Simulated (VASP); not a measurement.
A run of VASP 6.6.1 is set up as follows.

File INCAR:

```
SYSTEM = SiGe
  PREC = Accurate
  ENCUT = 520
  EDIFF = 1E-7
  ISMEAR = 0
  SIGMA = 0.02
  LREAL = .False.
  LASPH = .True.
  NELM = 60
  ALGO = Normal
  ISIF = 2
  LWAVE = .False.
  LCHARG = .False.
  GGA = PS
  NBANDS = 26
```

Contents of KPOINTS:

```
regular mesh
0
Gamma
  12 12 6
  0 0 0
```

File POSCAR:

```
SiGe
1.0
    3.9786088452      0.0000000000      0.0000000000
   -1.9893044226      3.4455763317      0.0000000000
    0.0000000000      0.0000000000      6.5722606305
Si Ge
2 2
Direct
    0.6666666667      0.3333333333      0.8746872041
    0.3333333333      0.6666666667      0.3746872041
    0.6666666667      0.3333333333      0.5003117959
    0.3333333333      0.6666666667      0.0003117959
```

Potentials or basis: VASP PAW PBE potentials, release 64 (Si, Ge_d).

Run with:

```bash
$ cat potpaw_PBE.64/Si/POTCAR potpaw_PBE.64/Ge_d/POTCAR > POTCAR
$ mpirun -np 1 vasp_std > vasp.out
```

Q: Predict the pressure.

A: -4.2 GPa.

Q: What does it give for the band gap on the k mesh?

A: 0.25 eV, direct.

Stress tensor (GPa, compression positive):
```
-4.18  0.00  0.00
 0.00 -4.18  0.00
 0.00  0.00 -4.28
```

Caveat: the PAW data sets were made with another functional, which shifts forces and pressure a little. A k mesh can miss the band edges.
